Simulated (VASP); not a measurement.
# Ca (P6/mmm) in VASP: a series of runs

The runs below take Ca through single point, with PBE.

All numbers are computed with VASP 6.6.1; they aren't measurements. Logs are shortened: lines on timing, memory, paths and dates and some standing lists are left out, and cuts for length are marked.

**1. The cell of the first run**

It takes space group P6/mmm (No. 191, hexagonal). The conventional cell has a = 3.206 Å, b = 3.206 Å, c = 2.897 Å, α = 90.00°, β = 90.00°, γ = 120.00°. Within 3.8 Å of Ca (site symmetry 6/mmm) lie 8 Ca at 2.90 to 3.21 Å.

This isn't the form of Ca at room conditions, which is fcc.

**2. Single point, PBE**

Contents of INCAR:

```
PREC = Accurate ; ENCUT = 520
EDIFF = 1E-6 ; ISMEAR = 1
SIGMA = 0.15 ; LREAL = F
LASPH = T ; NELM = 80
ALGO = Normal ; ISIF = 2
LWAVE = F ; LCHARG = F
GGA = PE ; NBANDS = 11
```

Contents of KPOINTS:

```
regular mesh
0
Gamma
  12 12 11
```

Contents of POSCAR:

```
Ca
1.0
    3.2061829656      0.0000000000      0.0000000000
   -1.6030914828      2.7766358974      0.0000000000
    0.0000000000      0.0000000000      2.8968264772
Ca
1
Direct
    0.0000000000      0.0000000000      0.0000000000
```

Potentials or basis: VASP PAW PBE potentials, release 64 (Ca_sv).

Run with:

```
$ cat potpaw_PBE.64/Ca_sv/POTCAR > POTCAR
$ mpirun -np 1 vasp_std > vasp.out
```

OUTCAR:

```text
PREC = Accurate
   ENCUT = 520
   EDIFF = 1E-6
   ISMEAR = 1
   LREAL = F
   LASPH = T
   NELM = 80
   ISIF = 2
   GGA = PE

 ion  position               nearest neighbor table
   1  0.000  0.000  0.000-

  LATTYP: Found a hexagonal cell.
 ALAT       =     3.2061829656
 C/A-ratio  =     0.9035125282

  Lattice vectors:

 A1 = (   3.2061829656,   0.0000000000,   0.0000000000)
 A2 = (  -1.6030914828,   2.7766358974,   0.0000000000)
 A3 = (   0.0000000000,   0.0000000000,   2.8968264772)

Analysis of symmetry for initial positions (statically):
=====================================================================
 Subroutine PRICEL returns:
 Original cell was already a primitive cell.

 Routine SETGRP: Setting up the symmetry group for a
 hexagonal supercell.

 Subroutine GETGRP returns: Found 24 space group operations
 (whereof 24 operations were pure point group operations)
 out of a pool of 24 trial point group operations.

The static configuration has the point symmetry D_6h.

Analysis of symmetry for dynamics (positions and initial velocities):
=====================================================================
 Subroutine PRICEL returns:
 Original cell was already a primitive cell.

 Routine SETGRP: Setting up the symmetry group for a
 hexagonal supercell.

 Subroutine GETGRP returns: Found 24 space group operations
 (whereof 24 operations were pure point group operations)
 out of a pool of 24 trial point group operations.

The dynamic configuration has the point symmetry D_6h.

 Subroutine INISYM returns: Found 24 space group operations
 (whereof 24 operations are pure point group operations),
 and found     1 'primitive' translations

----------------------------------------------------------------------------------------

                                     Primitive cell

  volume of cell :      25.7887

  direct lattice vectors                    reciprocal lattice vectors
     3.206182966  0.000000000  0.000000000     0.311897359  0.180074024  0.000000000
    -1.603091483  2.776635897  0.000000000     0.000000000  0.360148049  0.000000000
     0.000000000  0.000000000  2.896826477     0.000000000  0.000000000  0.345205351

  length of vectors
     3.206182966  3.206182966  2.896826477     0.360148049  0.360148049  0.345205351

  position of ions in fractional coordinates (direct lattice)
     0.000000000  0.000000000  0.000000000

  ion indices of the primitive-cell ions
   primitive index   ion index
                 1           1

----------------------------------------------------------------------------------------

 KPOINTS: regular mesh

Automatic generation of k-mesh.
 Grid dimensions read from file:
 generate k-points for:   12   12   11

 Generating k-lattice:

  Cartesian coordinates                     Fractional coordinates (reciprocal lattice)
     0.025991447  0.015006169  0.000000000     0.083333333 -0.000000000  0.000000000
     0.000000000  0.030012337  0.000000000     0.000000000  0.083333333  0.000000000
     0.000000000  0.000000000  0.031382305     0.000000000  0.000000000  0.090909091

  Length of vectors
     0.030012337  0.030012337  0.031382305

  Shift w.r.t. Gamma in fractional coordinates (k-lattice)
     0.000000000  0.000000000  0.000000000

 Subroutine IBZKPT returns following result:
 ===========================================

 Found    114 irreducible k-points:

 Following reciprocal coordinates:
            Coordinates               Weight
  0.000000  0.000000  0.000000      1.000000
  0.083333 -0.000000  0.000000      6.000000
  0.166667 -0.000000  0.000000      6.000000
  0.250000 -0.000000  0.000000      6.000000
  0.333333 -0.000000  0.000000      6.000000
  0.416667  0.000000  0.000000      6.000000
[... 16 lines left out ...]
  0.250000 -0.000000  0.090909     12.000000
  0.333333 -0.000000  0.090909     12.000000
 [... further k-points ...]
   k-points           NKPTS =    114   k-points in BZ     NKDIM =    114   number of bands    NBANDS=     11
   number of dos      NEDOS =    301   number of ions     NIONS =      1
   total plane-waves  NPLWV =  13824
   dimension x,y,z NGX =    24 NGY =   24 NGZ =   24
   dimension x,y,z NGXF=    48 NGYF=   48 NGZF=   48
   ions per type =               1
   NGX,Y,Z   is equivalent  to a cutoff of  12.44, 12.44, 13.77 a.u.
   NGXF,Y,Z  is equivalent  to a cutoff of  24.89, 24.89, 27.55 a.u.
 SYSTEM =  unknown system
   PREC   = accura    normal or accurate (medium, high low for compatibility)
   ISTART =      0    job   : 0-new  1-cont  2-samecut
   ICHARG =      2    charge: 1-file 2-atom 10-const
   ISPIN  =      1    spin polarized calculation?
   LNONCOLLINEAR =      F non collinear calculations
   LSORBIT =      F    spin-orbit coupling
   LASPH  =      T    aspherical Exc in radial PAW
   ENCUT  =  520.0 eV  38.22 Ry    6.18 a.u.   5.96  5.96  5.39*2*pi/ulx,y,z
   NELM   =     80;   NELMIN=  2; NELMDL= -5     # of ELM steps
   EDIFF  = 0.1E-05   stopping-criterion for ELM
   LREAL  =      F    real-space projection
   EDIFFG = 0.1E-04   stopping-criterion for IOM
   NSW    =      0    number of steps for IOM
   IBRION =     -1    ionic relax: 0-MD 1-quasi-New 2-CG
   NFREE  =      0    steps in history (QN), initial steepest desc. (CG)
   ISIF   =      2    stress and relaxation
   ISYM   =      2    0-nonsym 1-usesym 2-fastsym
   POTIM  = 0.5000    time-step for ionic-motion
   TEBEG  =    0.0;   TEEND  =   0.0 temperature during run
   PSTRESS=    0.0 pullay stress
   NELECT =      10.0000    total number of electrons
   NUPDOWN=      -1.0000    fix difference up-down
   EMIN   =  10.00;   EMAX   =-10.00  energy-range for DOS
   EFERMI =   0.00;   METHOD = LEGACY
   ISMEAR =     1;   SIGMA  =   0.15  broadening in eV -4-tet -1-fermi 0-gaus
   EFERMI_NEDOS =   21; number of points for ismear=-14 and -15
   IALGO  =     38    algorithm
   IMIX   =      4    mixing-type and parameters
     AMIX     =   0.40;   BMIX     =  1.00
     AMIX_MAG =   1.60;   BMIX_MAG =  1.00
  volume/ion in A,a.u.               =      25.79       174.03
  Fermi-wavevector in a.u.,A,eV,Ry     =   1.193800  2.255955 19.390459  1.425159
  Thomas-Fermi vector in A             =   2.329806
   LORBIT       =      0    0 simple, 1 ext, 2 COOP (PROOUT), +10 PAW based schemes
   GGA     = PE    functional components
   LHFCALC =     F    Hartree Fock is set to
   AEXX    =    0.0000 exact exchange contribution
   IVDW    =     0    specifies the selected vdW correction
   LEPSILON=     F    determine dielectric tensor
   LRPA    =     F    only Hartree local field effects (RPA)
 non-spin polarized calculation
 Methfessel and Paxton  Order N= 1 SIGMA  =   0.15
  energy-cutoff  :      520.00
  volume of cell :       25.79
 maximum number of plane-waves:       720
 NGX is ok and might be reduce to    24
   NGX = 11   NGY = 11   NGZ = 11

 number of electron      10.0000002 magnetization

 Free energy of the ion-electron system (eV)
  ---------------------------------------------------
  ext. energy  EPLUGINS =         0.00000000
  ---------------------------------------------------
  free energy    TOTEN  =        -1.14682130 eV

  energy without entropy =       -1.14794498  energy(sigma->0) =       -1.14719586

 E-fermi :   4.2984     XC(G=0):  -9.4223

 val. band max:        4.2779201776   @ k =   0.5000  -0.0000   0.1818
 cond. band min:       4.3000054661   @ k =   0.3333   0.3333   0.4545
 fundamental gap:      0.0220852885
 Fermi energy:         4.2983627796

 k-point     1 :       0.0000    0.0000    0.0000
  band No.  band energies     occupation
      1     -37.0530      2.00000
      2     -17.7081      2.00000
      3     -17.7081      2.00000
      4     -17.5223      2.00000
      5      -0.2919      2.00000
      6       5.0288     -0.00000
      7       7.0399     -0.00000
      8       7.0399     -0.00000
      9      10.4890      0.00000
     10      10.4890      0.00000
     11      15.6741      0.00000

 k-point     2 :       0.0833   -0.0000    0.0000
  band No.  band energies     occupation
      1     -37.0454      2.00000
      2     -17.7616      2.00000
      3     -17.7195      2.00000
      4     -17.5171      2.00000
      5      -0.1125      2.00000
      6       5.0950     -0.00000
      7       6.7892     -0.00000
      8       7.1925     -0.00000
      9      10.3159      0.00000
     10      10.4635      0.00000
     11      16.0015      0.00000

 k-point     3 :       0.1667   -0.0000    0.0000
  band No.  band energies     occupation
      1     -37.0245      2.00000
      2     -17.9052      2.00000
      3     -17.7505      2.00000
      4     -17.5030      2.00000
      5       0.3980      2.00000
      6       5.2642     -0.00000
      7       6.2091     -0.00000
      8       7.6367      0.00000
      9       9.8970      0.00000
     10      10.3946      0.00000
     11      16.2991      0.00000

 k-point     4 :       0.2500   -0.0000    0.0000
  band No.  band energies     occupation
      1     -36.9958      2.00000
      2     -18.0958      2.00000
      3     -17.7924      2.00000
      4     -17.4835      2.00000
      5       1.1584      2.00000
      6       5.3336     -0.00000
      7       5.7179     -0.00000
      8       8.3284      0.00000
      9       9.4136      0.00000
     10      10.3025      0.00000
     11      15.1722      0.00000

 k-point     5 :       0.3333   -0.0000    0.0000
  band No.  band energies     occupation
      1     -36.9668      2.00000
      2     -18.2807      2.00000
      3     -17.8338      2.00000
      4     -17.4640      2.00000
      5       2.0266      2.00000
      6       4.9578     -0.00000
      7       5.7452     -0.00000
      8       8.9985      0.00000
      9       9.1787      0.00000
     10      10.2124      0.00000
     11      13.8479      0.00000
[... 211 lines left out ...]
 k-point    21 :       0.0833   -0.0000    0.0909
  band No.  band energies     occupation
      1     -37.0328      2.00000
      2     -17.7528      2.00000
      3     -17.7107      2.00000
      4     -17.6128      2.00000
      5       0.0722      2.00000
      6       5.2461     -0.00000
      7       6.8485     -0.00000
      8       7.2457     -0.00000
      9      10.0535      0.00000
     10      10.2123      0.00000
     11      16.1245      0.00000

 k-point    22 :       0.1667   -0.0000    0.0909
  band No.  band energies     occupation
      1     -37.0120      2.00000
      2     -17.8952      2.00000
      3     -17.7415      2.00000
      4     -17.5970      2.00000
      5       0.5727      2.00000
      6       5.4260     -0.00000
      7       6.2778     -0.00000
      8       7.6839      0.00000
      9       9.6048      0.00000
     10      10.1309      0.00000
     11      16.4221      0.00000

 k-point    23 :       0.2500   -0.0000    0.0909
  band No.  band energies     occupation
      1     -36.9834      2.00000
      2     -18.0842      2.00000
      3     -17.7831      2.00000
      4     -17.5756      2.00000
      5       1.3154      2.00000
      6       5.4406     -0.00000
      7       5.8606     -0.00000
      8       8.3610      0.00000
      9       9.1153      0.00000
     10      10.0253      0.00000
     11      15.3896      0.00000

 k-point    24 :       0.3333   -0.0000    0.0909
  band No.  band energies     occupation
      1     -36.9547      2.00000
      2     -18.2675      2.00000
      3     -17.8243      2.00000
      4     -17.5543      2.00000
      5       2.1623      2.00000
      6       4.9950     -0.00000
      7       5.9451     -0.00000
      8       8.7736      0.00000
      9       9.1695      0.00000
     10       9.9395      0.00000
     11      14.0232      0.00000

 [... further k-points ...]

------------------------ aborting loop because EDIFF is reached ----------------------------------------

  FORCE on cell =-STRESS in cart. coord.  units (eV):
  Direction    XX          YY          ZZ          XY          YZ          ZX
  --------------------------------------------------------------------------------------
  -------------------------------------------------------------------------------------
  Total        2.4413582      2.4413582      2.4210453      0.0000000      0.0000000      0.0000000
  in kB      151.6744262    151.6744262    150.4124480      0.0000000      0.0000000      0.0000000
  external PRESSURE =     151.2537668 kB  Pullay stress =       0.0000000 kB

 VOLUME and BASIS-vectors are now :
 -----------------------------------------------------------------------------
  energy-cutoff  :      520.00
  volume of cell :       25.79
      direct lattice vectors                 reciprocal lattice vectors
     3.206182966  0.000000000  0.000000000     0.311897359  0.180074024  0.000000000
    -1.603091483  2.776635897  0.000000000     0.000000000  0.360148049  0.000000000
     0.000000000  0.000000000  2.896826477     0.000000000  0.000000000  0.345205351

 POSITION                                       TOTAL-FORCE (eV/Angst)
 -----------------------------------------------------------------------------------
      0.00000      0.00000      0.00000         0.000000      0.000000      0.000000
 -----------------------------------------------------------------------------------
    total drift:                                0.000000     -0.000000      0.000000

  FREE ENERGIE OF THE ION-ELECTRON SYSTEM (eV)
  ---------------------------------------------------
  free  energy   TOTEN  =        -1.1468212992 eV

  energy  without entropy=       -1.1479449776  energy(sigma->0) =       -1.14719586
```

Wall time 24 s (1 thread of Intel Xeon 8259CL, shared host); peak memory 0.16 GiB.

What came out:

```
Free energy            : -1.1468 eV
Pressure               : 15.1 GPa
Band gap on the k mesh : zero (bands 5 and 6 overlap by 0.39 eV)
```

Caveat: the cell stands under pressure.

**3. Single point, PBE (29.23 Å³/atom)**

This run uses another cell than the first one, of 29.23 Å³/atom.

Contents of INCAR:

```
PREC = Accurate
ENCUT = 520
EDIFF = 1E-6
ISMEAR = -1
SIGMA = 0.08
LREAL = F
LASPH = T
NELM = 100
ALGO = Normal
ISIF = 2
LWAVE = F
LCHARG = F
GGA = PE
NBANDS = 11
```

Contents of KPOINTS:

```
Automatic mesh
0
Gamma
  12 12 11
```

Contents of POSCAR:

```
Ca
1.0
    3.3426762194      0.0000000000      0.0000000000
   -1.6713381097      2.8948425226      0.0000000000
    0.0000000000      0.0000000000      3.0204254781
Ca
1
Direct
    0.0000000000      0.0000000000      0.0000000000
```

Potentials or basis: VASP PAW PBE potentials, release 64 (Ca_sv).

Run with:

```
$ cat potpaw_PBE.64/Ca_sv/POTCAR > POTCAR
$ mpirun -np 1 vasp_std > vasp.out
```

OUTCAR:

```text
PREC = Accurate
   ENCUT = 520
   EDIFF = 1E-6
   ISMEAR = -1
   LREAL = F
   LASPH = T
   NELM = 100
   ISIF = 2
   GGA = PE

 ion  position               nearest neighbor table
   1  0.000  0.000  0.000-

  LATTYP: Found a hexagonal cell.
 ALAT       =     3.3426762194
 C/A-ratio  =     0.9035949879

  Lattice vectors:

 A1 = (   3.3426762194,   0.0000000000,   0.0000000000)
 A2 = (  -1.6713381097,   2.8948425226,   0.0000000000)
[... 516 lines left out ...]
     10       8.7829      0.00000
     11      12.2736      0.00000

 [... further k-points ...]

------------------------ aborting loop because EDIFF is reached ----------------------------------------

  FORCE on cell =-STRESS in cart. coord.  units (eV):
  Direction    XX          YY          ZZ          XY          YZ          ZX
  --------------------------------------------------------------------------------------
  -------------------------------------------------------------------------------------
  Total        1.6591250      1.6591250      1.7192211      0.0000000      0.0000000      0.0000000
  in kB       90.9499178     90.9499177     94.2442631      0.0000000      0.0000000      0.0000000
  external PRESSURE =      92.0480329 kB  Pullay stress =       0.0000000 kB

 VOLUME and BASIS-vectors are now :
 -----------------------------------------------------------------------------
  energy-cutoff  :      520.00
  volume of cell :       29.23
      direct lattice vectors                 reciprocal lattice vectors
     3.342676219  0.000000000  0.000000000     0.299161490  0.172720967  0.000000000
    -1.671338110  2.894842523  0.000000000     0.000000000  0.345441934  0.000000000
     0.000000000  0.000000000  3.020425478     0.000000000  0.000000000  0.331079183

 POSITION                                       TOTAL-FORCE (eV/Angst)
 -----------------------------------------------------------------------------------
      0.00000      0.00000      0.00000         0.000000      0.000000      0.000000
 -----------------------------------------------------------------------------------
    total drift:                               -0.000000     -0.000000      0.000000

  FREE ENERGIE OF THE ION-ELECTRON SYSTEM (eV)
  ---------------------------------------------------
  free  energy   TOTEN  =        -1.4104538478 eV

  energy  without entropy=       -1.3957761859  energy(sigma->0) =       -1.40311502
```

stdout:

```text
POSCAR found type information on POSCAR Ca
 POSCAR found :  1 types and       1 ions
 scaLAPACK will be used
 LDA part: xc-table for (Slater+PW92), standard interpolation
 POSCAR, INCAR and KPOINTS ok, starting setup
 FFT: planning ... GRIDC
 FFT: planning ... GRID_SOFT
 FFT: planning ... GRID
 WAVECAR not read
 entering main loop
```

It took 37 s on 1 thread of Intel Xeon 8259CL, shared host; peak memory 0.17 GiB.

What came out:

```
Free energy            : -1.4105 eV
Pressure               : 9.2 GPa
Band gap on the k mesh : zero (bands 5 and 6 overlap by 0.34 eV)
```

Caveat: the cell stands under pressure.

(Continued in part 2 of 2.)
